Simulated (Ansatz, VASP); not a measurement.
# Two plane-wave programs on Li5Sc

File INCAR:

```
SYSTEM = Li5Sc
PREC = Accurate ; ENCUT = 600
EDIFF = 1E-7 ; ISMEAR = 0
SIGMA = 0.1 ; LREAL = .FALSE.
LASPH = .TRUE. ; NELM = 100
ALGO = Normal ; ISIF = 3
LWAVE = .FALSE. ; LCHARG = .FALSE.
GGA = PE ; IBRION = 2
NSW = 90 ; EDIFFG = -0.04
```

Contents of KPOINTS:

```
Automatic mesh
0
G
  6 6 4
  0 0 0
```

The input POSCAR:

```
Li5Sc
1.0
    4.9120188500      0.0000000000      0.0000000000
   -2.4560094200      4.2539331100      0.0000000000
    0.0000000000      0.0000000000      3.9518792500
Li Sc
5 1
Direct
    0.3333333300      0.6666666700      0.0000000000
    0.6666666700      0.3333333300      0.0000000000
    0.5000000000      0.0000000000      0.5000000000
    0.5000000000      0.5000000000      0.5000000000
    0.0000000000      0.5000000000      0.5000000000
    0.0000000000      0.0000000000      0.0000000000
```

Input for Ansatz:

```yaml
crystal:
  lattice:
    - [4.91201885, 0.0, 0.0]
    - [-2.45600942, 4.25393311, 0.0]
    - [0.0, 0.0, 3.95187925]
  atoms:
    - { symbol: Li, position: [0.33333333, 0.66666667, 0.0] }
    - { symbol: Li, position: [0.66666667, 0.33333333, 0.0] }
    - { symbol: Li, position: [0.5, 0.0, 0.5] }
    - { symbol: Li, position: [0.5, 0.5, 0.5] }
    - { symbol: Li, position: [0.0, 0.5, 0.5] }
    - { symbol: Sc, position: [0.0, 0.0, 0.0] }
basis:
  ecutwfc: 420
kpoints:
  mp_grid: { grid: [6, 6, 4] }
hamiltonian:
  xc: pbe
scf:
  occupations: { method: gaussian, width: 0.1 }
  lower_state_search: "off"
output:
  forces: true
  stress: true
  eigenvalues: true
relax:
  adjacent_minimum: "off"
  f_tol: 0.04
  max_steps: 70
  cell: { stress_tol: 0.4 }
```

Change from the starting cell: species swapped into the YCo5 type (P6/mmm, No. 191).

Alike in both runs: task relaxation of cell and atoms; functional PBE; k mesh 6 × 6 × 4; occupations gaussian, width 0.1 eV; no spin polarisation.

```csv
,VASP,Ansatz
version,VASP 6.6.1,Ansatz 0.2.0
potentials or method,"VASP PAW PBE potentials, release 64 (Li_sv, Sc_sv), cutoff 600 eV","scalar-relativistic, plane waves, PAW"
valence electrons in the cell,26,26
```

Ansatz gave:

* gap on the k mesh at the Fermi level, each at its own relaxed structure (eV): none
* relaxed volume (Å³/atom): 20.14
* relaxed cell length with the largest relative difference (Å): 4.559

Problem. Which values does VASP return?

Solution. gap on the k mesh at the Fermi level, each at its own relaxed structure (eV): none; relaxed volume (Å³/atom): 19.80; relaxed cell length with the largest relative difference (Å): 4.497.

A gap of «none» marks a metal or a gap that the smearing closes.

The k mesh is coarse, so the values compare programs but aren't converged. Noted on VASP's run: the cutoff is short for stress, so the pressure is rough; the volume moved by over 15 % at a fixed basis, so the end points are rough.
